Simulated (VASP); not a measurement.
# Al2Cu (I4/mcm) in VASP: a series of runs, part 3 of 3

VASP 6.6.1. Earlier steps stand in the parts before.

## (6) Single point, PBE (14.66 Å³/atom)

This run uses another cell than the first one, of 14.66 Å³/atom.

Contents of INCAR:

```
ALGO = Normal ; EDIFF = 1E-6
ENCUT = 520 ; GGA = PE
ISIF = 2 ; ISMEAR = -1
LASPH = T ; LCHARG = F
LREAL = F ; LWAVE = F
NBANDS = 26 ; NELM = 100
PREC = Accurate ; SIGMA = 0.05
```

Contents of KPOINTS:

```
k-points
0
Gamma
  12 12 12
```

Contents of POSCAR:

```
Al2Cu
1.0
   -3.0131403262      3.0131403262      2.4221337351
    3.0131403262     -3.0131403262      2.4221337351
    3.0131403262      3.0131403262     -2.4221337351
Al Cu
4 2
Direct
    0.6581000000      0.1581000000      0.8162000000
    0.1581000000      0.3419000000      0.5000000000
    0.3419000000      0.8419000000      0.1838000000
    0.8419000000      0.6581000000      0.5000000000
    0.2500000000      0.2500000000      0.0000000000
    0.7500000000      0.7500000000      0.0000000000
```

Potentials or basis: VASP PAW PBE potentials, release 64 (Al, Cu).

Command:

```bash
$ cat potpaw_PBE.64/Al/POTCAR potpaw_PBE.64/Cu/POTCAR > POTCAR
$ mpirun -np 1 vasp_std > vasp.out
```

OUTCAR:

```text
EDIFF = 1E-6
   ENCUT = 520
   GGA = PE
   ISIF = 2
   ISMEAR = -1
   LASPH = T
   LREAL = F
   NELM = 100
   PREC = Accurate

 ion  position               nearest neighbor table
   1  0.658  0.158  0.816-   5 2.57   6 2.57   5 2.57   6 2.57   3 2.69   3 2.88   3 2.88   2 3.08
                             4 3.08   4 3.08   2 3.08   2 3.21   4 3.21   4 3.21   2 3.21
   2  0.158  0.342  0.500-   6 2.57   5 2.57   5 2.57   6 2.57   4 2.69   4 2.88   4 2.88   1 3.08
                             3 3.08   1 3.08   3 3.08   1 3.21   3 3.21   3 3.21   1 3.21
   3  0.342  0.842  0.184-   5 2.57   6 2.57   5 2.57   6 2.57   1 2.69   1 2.88   1 2.88   4 3.08
                             2 3.08   2 3.08   4 3.08   4 3.21   2 3.21   4 3.21   2 3.21
   4  0.842  0.658  0.500-   5 2.57   6 2.57   6 2.57   5 2.57   2 2.69   2 2.88   2 2.88   1 3.08
                             3 3.08   1 3.08   3 3.08   1 3.21   3 3.21   1 3.21   3 3.21
   5  0.250  0.250  0.000-   6 2.42   6 2.42   1 2.57   3 2.57   1 2.57   3 2.57   2 2.57   4 2.57
                             4 2.57   2 2.57
   6  0.750  0.750  0.000-   5 2.42   5 2.42   1 2.57   3 2.57   1 2.57   3 2.57   4 2.57   4 2.57
                             2 2.57   2 2.57

  LATTYP: Found a body centered tetragonal cell.
 ALAT       =     6.0262806524
 C/A-ratio  =     0.8038569309

  Lattice vectors:

 A1 = (  -3.0131403262,   3.0131403262,   2.4221337351)
 A2 = (   3.0131403262,  -3.0131403262,   2.4221337351)
 A3 = (   3.0131403262,   3.0131403262,  -2.4221337351)

Analysis of symmetry for initial positions (statically):
=====================================================================
 Subroutine PRICEL returns:
 Original cell was already a primitive cell.

 Routine SETGRP: Setting up the symmetry group for a
 body centered tetragonal supercell.

 Subroutine GETGRP returns: Found 16 space group operations
 (whereof  8 operations were pure point group operations)
 out of a pool of 16 trial point group operations.

The static configuration has the point symmetry C_4h.
 The point group associated with its full space group is D_4h.

[... 143 lines left out ...]
  Fermi-wavevector in a.u.,A,eV,Ry     =   1.192529  2.253553 19.349183  1.422125
  Thomas-Fermi vector in A             =   2.328565
   LORBIT       =      0    0 simple, 1 ext, 2 COOP (PROOUT), +10 PAW based schemes
   GGA     = PE    functional components
   LHFCALC =     F    Hartree Fock is set to
   AEXX    =    0.0000 exact exchange contribution
   IVDW    =     0    specifies the selected vdW correction
   LEPSILON=     F    determine dielectric tensor
   LRPA    =     F    only Hartree local field effects (RPA)
 non-spin polarized calculation
  energy-cutoff  :      520.00
  volume of cell :       87.96
 maximum number of plane-waves:      2393
   NGX = 19   NGY = 19   NGZ = 19

 number of electron      33.9999985 magnetization

 Free energy of the ion-electron system (eV)
  ---------------------------------------------------
  ext. energy  EPLUGINS =         0.00000000
  ---------------------------------------------------
  free energy    TOTEN  =       -23.37553152 eV

  energy without entropy =      -23.35890371  energy(sigma->0) =      -23.36721761

 E-fermi :   8.1404     XC(G=0): -10.9260

 val. band max:        8.1371394382   @ k =  -0.2500   0.5000   0.0833
 cond. band min:       8.1674324677   @ k =  -0.0833   0.0833   0.0833
 fundamental gap:      0.0302930295
 Fermi energy:         8.1403856495

 k-point     1 :       0.0000    0.0000    0.0000
  band No.  band energies     occupation
      1      -2.7071      2.00000
      2       2.7815      2.00000
      3       2.9847      2.00000
      4       2.9847      2.00000
      5       3.0057      2.00000
      6       3.9075      2.00000
[... 685 lines left out ...]
     25      14.0637      0.00000
     26      15.4353      0.00000

 [... further k-points ...]

------------------------ aborting loop because EDIFF is reached ----------------------------------------

  FORCE on cell =-STRESS in cart. coord.  units (eV):
  Direction    XX          YY          ZZ          XY          YZ          ZX
  --------------------------------------------------------------------------------------
  -------------------------------------------------------------------------------------
  Total        1.0490361      1.0490361      1.0774419      0.0000000      0.0000000      0.0000000
  in kB       19.1075138     19.1075138     19.6249066      0.0000000      0.0000000      0.0000000
  external PRESSURE =      19.2799781 kB  Pullay stress =       0.0000000 kB

 VOLUME and BASIS-vectors are now :
 -----------------------------------------------------------------------------
  energy-cutoff  :      520.00
  volume of cell :       87.96
      direct lattice vectors                 reciprocal lattice vectors
    -3.013140326  3.013140326  2.422133735     0.000000000  0.165939832  0.206429560
     3.013140326 -3.013140326  2.422133735     0.165939832  0.000000000  0.206429560
     3.013140326  3.013140326 -2.422133735     0.165939832  0.165939832  0.000000000

 POSITION                                       TOTAL-FORCE (eV/Angst)
 -----------------------------------------------------------------------------------
      0.95275      3.96590     -0.00000        -0.001838     -0.001838      0.000000
      2.06039      0.95275      0.00000         0.001838     -0.001838     -0.000000
      2.06039     -0.95275      2.42213         0.001838      0.001838     -0.000000
      0.95275      2.06039      2.42213        -0.001838      0.001838     -0.000000
      0.00000      0.00000      1.21107         0.000000     -0.000000     -0.000000
      0.00000      0.00000      3.63320         0.000000     -0.000000     -0.000000
 -----------------------------------------------------------------------------------
    total drift:                                0.000000     -0.000000      0.000000

  FREE ENERGIE OF THE ION-ELECTRON SYSTEM (eV)
  ---------------------------------------------------
  free  energy   TOTEN  =       -23.3755315184 eV

  energy  without entropy=      -23.3589037077  energy(sigma->0) =      -23.36721761
```

stdout:

```text
POSCAR found type information on POSCAR AlCu
 POSCAR found :  2 types and       6 ions
 scaLAPACK will be used
 LDA part: xc-table for (Slater+PW92), standard interpolation
 POSCAR, INCAR and KPOINTS ok, starting setup
 FFT: planning ... GRIDC
 FFT: planning ... GRID_SOFT
 FFT: planning ... GRID
 WAVECAR not read
 entering main loop
```

Wall time 5.9 min (1 thread of Oxide Virtual Turin-like, shared host); peak memory 0.38 GiB.

Results:

```
Free energy            : -23.3755 eV
Pressure               : 1.9 GPa
Band gap on the k mesh : zero (bands 17 and 18 overlap by 4.38 eV)
```

Forces on the atoms (eV/Å):
```
Al  -0.002 -0.002  0.000
Al   0.002 -0.002  0.000
Al   0.002  0.002  0.000
Al  -0.002  0.002  0.000
Cu   0.000  0.000  0.000
Cu   0.000  0.000  0.000
```

Levels at points of the mesh, in eV from the Fermi level:
| k point | band 15 | band 16 | band 17 | band 18 | band 19 | band 20 |
| --- | --- | --- | --- | --- | --- | --- |
| (0.00, 0.00, 0.00) | -1.33 | -1.19 | -1.19 | -0.84 | -0.31 | 0.03 |
| (0.50, 0.00, 0.00) | -2.60 | -2.60 | 0.24 | 0.24 | 4.08 | 4.08 |
| (0.50, 0.50, 0.00) | -1.45 | -1.32 | -0.96 | -0.65 | 0.79 | 1.28 |
| (0.50, 0.50, 0.50) | -3.23 | -1.82 | 2.59 | 2.98 | 2.98 | 3.37 |

## (7) Summary

| cell | gap on the mesh (eV) | pressure (GPa) | largest force (eV/Å) |
| --- | --- | --- | --- |
| a = 5.031 Å, angles 104.1, 104.1, 120.8°, 6 atoms, atomic positions A | none | -5.2 | - |
| a = 4.834 Å, angles 104.1, 104.1, 120.8°, 6 atoms, atomic positions B | none | 6.9 | 0.02 |
| a = 4.868 Å, angles 104.1, 104.1, 120.8°, 6 atoms, atomic positions B | none | 4.3 | 0.01 |
| a = 4.899 Å, angles 103.5, 103.5, 122.3°, 6 atoms, atomic positions C | none | 3.1 | 0.01 |
| a = 4.902 Å, angles 104.1, 104.1, 120.8°, 6 atoms, atomic positions B | none | 1.9 | - |

Alike in all rows: task single point; level PBE; potentials or basis VASP PAW PBE potentials, release 64 (Al, Cu); no spin polarisation; k mesh 12 × 12 × 12; cutoff (eV) 520; smearing fermi-dirac 0.05 eV.

Caveats: the cell stands under pressure (at least some runs); the cell stands under tension (at least some runs).

Total energies depend on the potentials used, so only differences within one code and one set of settings carry meaning.

The gap in the log of VASP goes by the Fermi energy; the results here count the filled bands.